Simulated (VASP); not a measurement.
Input of a VASP 6.6.1 run:

POSCAR

```
NaH
1.0
    0.0000000000      2.3485697277      2.3485697277
    2.3485697277      0.0000000000      2.3485697277
    2.3485697277      2.3485697277      0.0000000000
Na H
1 1
Direct
    0.0000000000      0.0000000000      0.0000000000
    0.5000000000      0.5000000000      0.5000000000
```

File INCAR.step1:

```
SYSTEM = NaH
  PREC = Accurate
  ENCUT = 520
  ISMEAR = 0
  SIGMA = 0.01
  LREAL = .False.
  LASPH = .True.
  NELM = 100
  NBANDS = 11
  GGA = PE
  ALGO = Normal
  EDIFF = 1E-4
  LWAVE = .True.
  LCHARG = .False.
```

The input INCAR.step2:

```
SYSTEM = NaH
  PREC = Accurate
  ENCUT = 520
  EDIFF = 1E-6
  ISMEAR = 0
  SIGMA = 0.01
  LREAL = .False.
  LASPH = .True.
  NELM = 100
  ALGO = Normal
  ISIF = 2
  LWAVE = .False.
  LCHARG = .False.
  METAGGA = R2SCAN
  LMIXTAU = .True.
  NBANDS = 11
  ISTART = 1
```

Contents of KPOINTS:

```
Automatic mesh
0
Gamma
  8 8 8
  0 0 0
```

Potentials or basis: VASP PAW PBE potentials, release 64 (Na_pv, H).

Run with:

```console
$ cat potpaw_PBE.64/Na_pv/POTCAR potpaw_PBE.64/H/POTCAR > POTCAR
$ cp INCAR.step1 INCAR
$ mpirun -np 1 vasp_std > vasp.out
$ cp INCAR.step2 INCAR
$ mpirun -np 1 vasp_std > vasp.out
```

(1) What does it give for the band gap on the k mesh?

(2) Estimate the pressure.

## Answers

(1) 4.52 eV, indirect (least direct gap 5.39 eV).

(2) 1.5 GPa.

Caveat: the PAW data sets were made with another functional, which shifts forces and pressure a little.
